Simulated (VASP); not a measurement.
# Al2Cu (Pmmm) in VASP: single point with PBEsol

Aim: the single point of Al2Cu with PBEsol.

Everything below comes from runs of VASP 6.6.1. Logs are shortened: lines on timing, memory, paths and dates and some standing lists are left out, and cuts for length are marked.

**1. The cell of the first run**

Symmetry: Pmmm, No. 47, orthorhombic system. Conventional cell: a = 2.891 Å, b = 4.105 Å, c = 4.105 Å, α = 90.00°, β = 90.00°, γ = 90.00°. Al (site symmetry mmm) has 6 Al at 2.51 to 2.89 Å and 4 Cu at 2.51 Å within 3.3 Å. Al (site symmetry mmm) has 6 Al at 2.51 to 2.89 Å and 4 Cu at 2.90 Å within 3.3 Å. Cu (site symmetry mmm) has 8 Al at 2.51 to 2.90 Å and 2 Cu at 2.89 Å within 3.3 Å.

**2. Single point, PBEsol**

Contents of INCAR:

```
SYSTEM = Al2Cu
PREC = Accurate
ENCUT = 520
EDIFF = 1E-6
ISMEAR = 0
SIGMA = 0.1
LREAL = .False.
LASPH = .True.
NELM = 60
ALGO = Fast
ISIF = 2
LWAVE = .False.
LCHARG = .False.
GGA = PS
NBANDS = 16
```

Contents of KPOINTS:

```
Automatic mesh
0
Gamma
  10 10 14
  0 0 0
```

Contents of POSCAR:

```
Al2Cu
1.0
    4.1051820000      0.0000000000      0.0000000000
    0.0000000000      4.1051820000      0.0000000000
    0.0000000000      0.0000000000      2.8913130000
Al Cu
2 1
Direct
    0.0000000000      0.0000000000      0.0000000000
    0.0000000000      0.5000000000      0.5000000000
    0.5000000000      0.0000000000      0.5000000000
```

Potentials or basis: VASP PAW PBE potentials, release 64 (Al, Cu).

Command:

```sh
$ cat potpaw_PBE.64/Al/POTCAR potpaw_PBE.64/Cu/POTCAR > POTCAR
$ mpirun -np 1 vasp_std > vasp.out
```

OUTCAR:

```text
SYSTEM = Al2Cu
   PREC = Accurate
   ENCUT = 520
   EDIFF = 1E-6
   ISMEAR = 0
   LREAL = .False.
   LASPH = .True.
   NELM = 60
   ISIF = 2
   GGA = PS

 ion  position               nearest neighbor table
   1  0.000  0.000  0.000-   2 2.51   3 2.51   2 2.51   3 2.51   2 2.51   2 2.51   3 2.51   3 2.51

   2  0.000  0.500  0.500-   1 2.51   1 2.51   1 2.51   1 2.51   3 2.90   3 2.90   3 2.90   3 2.90

   3  0.500  0.000  0.500-   1 2.51   1 2.51   1 2.51   1 2.51   2 2.90   2 2.90   2 2.90   2 2.90

  LATTYP: Found a simple tetragonal cell.
 ALAT       =     4.1051820000
 C/A-ratio  =     0.7043081159

  Lattice vectors:

 A1 = (   4.1051820000,   0.0000000000,   0.0000000000)
 A2 = (   0.0000000000,   4.1051820000,   0.0000000000)
 A3 = (   0.0000000000,   0.0000000000,   2.8913130000)

Analysis of symmetry for initial positions (statically):
=====================================================================
 Subroutine PRICEL returns:
 Original cell was already a primitive cell.

 Routine SETGRP: Setting up the symmetry group for a
 simple tetragonal supercell.

 Subroutine GETGRP returns: Found  8 space group operations
 (whereof  8 operations were pure point group operations)
 out of a pool of 16 trial point group operations.

The static configuration has the point symmetry D_2h.

Analysis of symmetry for dynamics (positions and initial velocities):
=====================================================================
 Subroutine PRICEL returns:
 Original cell was already a primitive cell.

 Routine SETGRP: Setting up the symmetry group for a
 simple tetragonal supercell.

 Subroutine GETGRP returns: Found  8 space group operations
 (whereof  8 operations were pure point group operations)
 out of a pool of 16 trial point group operations.

The dynamic configuration has the point symmetry D_2h.

 Subroutine INISYM returns: Found  8 space group operations
 (whereof  8 operations are pure point group operations),
 and found     1 'primitive' translations

----------------------------------------------------------------------------------------

                                     Primitive cell

  volume of cell :      48.7259

  direct lattice vectors                    reciprocal lattice vectors
     4.105182000  0.000000000  0.000000000     0.243594559  0.000000000  0.000000000
     0.000000000  4.105182000  0.000000000     0.000000000  0.243594559  0.000000000
     0.000000000  0.000000000  2.891313000     0.000000000  0.000000000  0.345863627

  length of vectors
     4.105182000  4.105182000  2.891313000     0.243594559  0.243594559  0.345863627

  position of ions in fractional coordinates (direct lattice)
     0.000000000  0.000000000  0.000000000
     0.000000000  0.500000000  0.500000000
     0.500000000  0.000000000  0.500000000

  ion indices of the primitive-cell ions
   primitive index   ion index
                 1           1
                 2           2
                 3           3

----------------------------------------------------------------------------------------

 KPOINTS: Automatic mesh

Automatic generation of k-mesh.
 Grid dimensions read from file:
 generate k-points for:   10   10   14

 Generating k-lattice:

  Cartesian coordinates                     Fractional coordinates (reciprocal lattice)
     0.024359456  0.000000000  0.000000000     0.100000000  0.000000000  0.000000000
     0.000000000  0.024359456  0.000000000     0.000000000  0.100000000  0.000000000
     0.000000000  0.000000000  0.024704545     0.000000000  0.000000000  0.071428571

  Length of vectors
     0.024359456  0.024359456  0.024704545

  Shift w.r.t. Gamma in fractional coordinates (k-lattice)
     0.000000000  0.000000000  0.000000000

 Subroutine IBZKPT returns following result:
 ===========================================

 Found    288 irreducible k-points:

 Following reciprocal coordinates:
            Coordinates               Weight
  0.000000  0.000000  0.000000      1.000000
  0.100000  0.000000  0.000000      2.000000
  0.000000  0.100000  0.000000      2.000000
  0.200000  0.000000  0.000000      2.000000
  0.000000  0.200000  0.000000      2.000000
  0.300000  0.000000  0.000000      2.000000
[... 16 lines left out ...]
 -0.200000  0.300000  0.000000      4.000000
  0.400000  0.200000  0.000000      4.000000
 [... further k-points ...]
   k-points           NKPTS =    288   k-points in BZ     NKDIM =    288   number of bands    NBANDS=     16
   number of dos      NEDOS =    301   number of ions     NIONS =      3
   total plane-waves  NPLWV =  24576
   dimension x,y,z NGX =    32 NGY =   32 NGZ =   24
   dimension x,y,z NGXF=    64 NGYF=   64 NGZF=   48
   ions per type =               2   1
   NGX,Y,Z   is equivalent  to a cutoff of  12.96, 12.96, 13.80 a.u.
   NGXF,Y,Z  is equivalent  to a cutoff of  25.92, 25.92, 27.60 a.u.
 SYSTEM =  Al2Cu
   PREC   = accura    normal or accurate (medium, high low for compatibility)
   ISTART =      0    job   : 0-new  1-cont  2-samecut
   ICHARG =      2    charge: 1-file 2-atom 10-const
   ISPIN  =      1    spin polarized calculation?
   LNONCOLLINEAR =      F non collinear calculations
   LSORBIT =      F    spin-orbit coupling
   LASPH  =      T    aspherical Exc in radial PAW
   ENCUT  =  520.0 eV  38.22 Ry    6.18 a.u.   7.63  7.63  5.38*2*pi/ulx,y,z
   NELM   =     60;   NELMIN=  2; NELMDL= -5     # of ELM steps
   EDIFF  = 0.1E-05   stopping-criterion for ELM
   LREAL  =      F    real-space projection
   EDIFFG = 0.1E-04   stopping-criterion for IOM
   NSW    =      0    number of steps for IOM
   IBRION =     -1    ionic relax: 0-MD 1-quasi-New 2-CG
   NFREE  =      0    steps in history (QN), initial steepest desc. (CG)
   ISIF   =      2    stress and relaxation
   ISYM   =      2    0-nonsym 1-usesym 2-fastsym
   POTIM  = 0.5000    time-step for ionic-motion
   TEBEG  =    0.0;   TEEND  =   0.0 temperature during run
   PSTRESS=    0.0 pullay stress
   NELECT =      17.0000    total number of electrons
   NUPDOWN=      -1.0000    fix difference up-down
   EMIN   =  10.00;   EMAX   =-10.00  energy-range for DOS
   EFERMI =   0.00;   METHOD = LEGACY
   ISMEAR =     0;   SIGMA  =   0.10  broadening in eV -4-tet -1-fermi 0-gaus
   EFERMI_NEDOS =   21; number of points for ismear=-14 and -15
   IALGO  =     68    algorithm
   IMIX   =      4    mixing-type and parameters
     AMIX     =   0.40;   BMIX     =  1.00
     AMIX_MAG =   1.60;   BMIX_MAG =  1.00
  volume/ion in A,a.u.               =      16.24       109.61
  Fermi-wavevector in a.u.,A,eV,Ry     =   1.152492  2.177894 18.071765  1.328237
  Thomas-Fermi vector in A             =   2.289142
   LORBIT       =      0    0 simple, 1 ext, 2 COOP (PROOUT), +10 PAW based schemes
   GGA     = PS    functional components
   LHFCALC =     F    Hartree Fock is set to
   AEXX    =    0.0000 exact exchange contribution
   IVDW    =     0    specifies the selected vdW correction
   LEPSILON=     F    determine dielectric tensor
   LRPA    =     F    only Hartree local field effects (RPA)
 non-spin polarized calculation
 RMM-DIIS sequential band-by-band and
 Gauss-broadening in eV      SIGMA  =   0.10
  energy-cutoff  :      520.00
  volume of cell :       48.73
 maximum number of plane-waves:      1339
   NGX = 15   NGY = 15   NGZ = 11

 number of electron      16.9999979 magnetization

 Free energy of the ion-electron system (eV)
  ---------------------------------------------------
  ext. energy  EPLUGINS =         0.00000000
  ---------------------------------------------------
  free energy    TOTEN  =       -11.66191227 eV

  energy without entropy =      -11.65527847  energy(sigma->0) =      -11.65859537

 E-fermi :   6.7033     XC(G=0): -10.4443

 val. band max:        6.7004350705   @ k =   0.4000   0.0000   0.2143
 cond. band min:       6.7070757648   @ k =   0.5000   0.0000   0.2143
 fundamental gap:      0.0066406943
 Fermi energy:         6.7032584326

 k-point     1 :       0.0000    0.0000    0.0000
  band No.  band energies     occupation
      1      -3.8554      2.00000
      2       2.6955      2.00000
      3       2.8339      2.00000
      4       3.2789      2.00000
      5       3.4602      2.00000
      6       3.9016      2.00000
[... 8 lines left out ...]
     15      14.5253      0.00000
     16      18.7529      0.00000

 k-point     2 :       0.1000    0.0000    0.0000
  band No.  band energies     occupation
      1      -3.7827      2.00000
      2       2.6311      2.00000
      3       2.8633      2.00000
      4       3.1306      2.00000
      5       3.4551      2.00000
      6       3.9023      2.00000
[... 8 lines left out ...]
     15      16.0729      0.00000
     16      18.7588      0.00000

 k-point     3 :       0.0000    0.1000    0.0000
  band No.  band energies     occupation
      1      -3.7721      2.00000
      2       2.4558      2.00000
      3       2.7017      2.00000
      4       3.2455      2.00000
      5       3.4606      2.00000
      6       3.7482      2.00000
[... 8 lines left out ...]
     15      15.3570      0.00000
     16      18.0971      0.00000

 k-point     4 :       0.2000    0.0000    0.0000
  band No.  band energies     occupation
      1      -3.5729      2.00000
      2       2.2050      2.00000
      3       2.8987      2.00000
      4       2.9494      2.00000
      5       3.2659      2.00000
      6       3.4420      2.00000
[... 8 lines left out ...]
     15      17.9333      0.00000
     16      18.7751      0.00000
[... 324 lines left out ...]
 k-point    22 :       0.3000    0.2000    0.0000
  band No.  band energies     occupation
      1      -2.9291      2.00000
      2       1.4058      2.00000
      3       1.9075      2.00000
      4       3.0861      2.00000
      5       3.2262      2.00000
      6       3.4284      2.00000
[... 8 lines left out ...]
     15      17.1924      0.00000
     16      18.3980      0.00000

 k-point    23 :      -0.2000    0.3000    0.0000
  band No.  band energies     occupation
      1      -2.8424      2.00000
      2       0.5579      2.00000
      3       2.5199      2.00000
      4       3.1157      2.00000
      5       3.4457      2.00000
      6       3.6262      2.00000
[... 8 lines left out ...]
     15      16.1763      0.00000
     16      18.0493      0.00000

 k-point    24 :       0.4000    0.2000    0.0000
  band No.  band energies     occupation
      1      -2.5987      2.00000
      2       0.8342      2.00000
      3       1.8144      2.00000
      4       3.0543      2.00000
      5       3.2256      2.00000
      6       3.4159      2.00000
[... 8 lines left out ...]
     15      17.2025      0.00000
     16      17.6529      0.00000

 [... further k-points ...]
[... 5 lines left out ...]
  --------------------------------------------------------------------------------------
  -------------------------------------------------------------------------------------
  Total       -1.6061774      4.0607654      1.4640637      0.0000000      0.0000000      0.0000000
  in kB      -52.8134017    133.5237547     48.1405029      0.0000000      0.0000000      0.0000000
  external PRESSURE =      42.9502853 kB  Pullay stress =       0.0000000 kB

 VOLUME and BASIS-vectors are now :
 -----------------------------------------------------------------------------
  energy-cutoff  :      520.00
  volume of cell :       48.73
      direct lattice vectors                 reciprocal lattice vectors
     4.105182000  0.000000000  0.000000000     0.243594559  0.000000000  0.000000000
     0.000000000  4.105182000  0.000000000     0.000000000  0.243594559  0.000000000
     0.000000000  0.000000000  2.891313000     0.000000000  0.000000000  0.345863627

 POSITION                                       TOTAL-FORCE (eV/Angst)
 -----------------------------------------------------------------------------------
      0.00000      0.00000      0.00000         0.000000      0.000000      0.000000
      0.00000      2.05259      1.44566         0.000000      0.000000      0.000000
      2.05259      0.00000      1.44566         0.000000      0.000000      0.000000
 -----------------------------------------------------------------------------------
    total drift:                                0.000000      0.000000     -0.000000

  FREE ENERGIE OF THE ION-ELECTRON SYSTEM (eV)
  ---------------------------------------------------
  free  energy   TOTEN  =       -11.6619122656 eV

  energy  without entropy=      -11.6552784695  energy(sigma->0) =      -11.65859537
```

It took 7.3 min on 1 thread of AMD EPYC 7R13 (Zen 3), shared host; peak memory 0.3 GiB.

What came out:

| Quantity | Value |
| --- | --- |
| Free energy | -11.6619 eV |
| Pressure | 4.3 GPa |

Levels at points of the mesh, in eV from the Fermi level:
```
           k point  band 6  band 7  band 8  band 9  band 10  band 11  band 12  band 13
(0.00, 0.00, 0.00)   -2.80   -2.70   -2.01   -0.73     1.55     5.61     6.48     7.32
(0.50, 0.00, 0.00)   -3.29   -2.79   -0.69    0.01     2.23     3.92     6.79     8.24
(0.00, 0.50, 0.00)   -3.03   -2.83   -0.69    1.99     2.19     2.77     6.97     8.08
(0.50, 0.50, 0.00)   -2.98   -2.88   -2.82   -2.74     7.98     8.33     8.38     9.04
(0.00, 0.00, 0.50)   -3.27   -2.30    0.99    1.78     1.86     2.08     4.05     4.16
(0.50, 0.00, 0.50)   -3.25   -2.57   -1.91   -1.14     2.09     2.50     4.71     5.50
(0.00, 0.50, 0.50)   -3.34   -2.88   -2.32   -1.98     3.29     5.28     5.30     5.56
(0.50, 0.50, 0.50)   -3.10   -2.82   -0.95   -0.93    -0.53     0.26     0.55     3.26
```

Caveat: the PAW data sets were made with another functional, which shifts forces and pressure a little.
